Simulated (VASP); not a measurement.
Write the native input for VASP 6.6.1 that does the following.

```
Task                   : single point
Functional             : PBE
Dispersion             : D3(BJ)
Potentials or basis    : VASP PAW PBE potentials, release 64 (Pb_d, O)
Cutoff                 : 520 eV
k mesh                 : 6 × 6 × 6
Occupations            : gaussian, width 0.1 eV
Spin                   : no spin polarisation
Dipole correction      : no
Further INCAR settings : ALGO = Normal; EDIFF = 1e-06; NBANDS = 20
```

The structure of PbO2 lies in POSCAR:

```
PbO2
1.0
    1.7417882000      1.0056219000      3.9410132000
   -1.7417882000      1.0056219000      3.9410132000
    0.0000000000     -2.0112438000      3.9410132000
Pb O
1 2
Direct
    0.5000000000      0.5000000000      0.5000000000
    0.7495960000      0.7495960000      0.7495960000
    0.2504040000      0.2504040000      0.2504040000
```

These files were run (other wordings do the same):

INCAR

```
ALGO     = Normal         # electronic algorithm
EDIFF    = 1E-6           # SCF threshold, eV
ENCUT    = 520            # plane-wave cutoff, eV
GGA      = PE             # functional
ISIF     = 2              # what is computed and relaxed
ISMEAR   = 0              # smearing method
IVDW     = 12             # dispersion correction
LASPH    = T              # aspherical terms in the spheres
LCHARG   = T              # write CHGCAR
LELF     = T              # ELF
LREAL    = F              # projectors in reciprocal space
LVHAR    = T            
LWAVE    = F              # write WAVECAR
NBANDS   = 20             # bands
NELM     = 100            # most SCF steps
PREC     = Accurate       # precision mode
SIGMA    = 0.1            # smearing width, eV
```

KPOINTS

```
k-points
0
Gamma
  6 6 6
```

Potentials or basis: VASP PAW PBE potentials, release 64 (Pb_d, O).

Run with:

```bash
$ cat potpaw_PBE.64/Pb_d/POTCAR potpaw_PBE.64/O/POTCAR > POTCAR
$ mpirun -np 1 vasp_std > vasp.out
```

Results of the run:

```
Pressure                   : 0.3 GPa
Largest force              : 0.033 eV/Å
Band gap on the k mesh     : zero (bands 13 and 14 overlap by 0.08 eV)
Dispersion energy per atom : -0.217 eV
```

Caveat: semilocal functionals underestimate gaps, and a narrow one can read as zero; spin-orbit coupling is left out, which moves the levels of the heavy elements.

Run time: 22 s on 1 thread of Intel(R) Xeon(R) 6975P-C (Granite Rapids), on a shared host, peak memory 0.21 GiB.
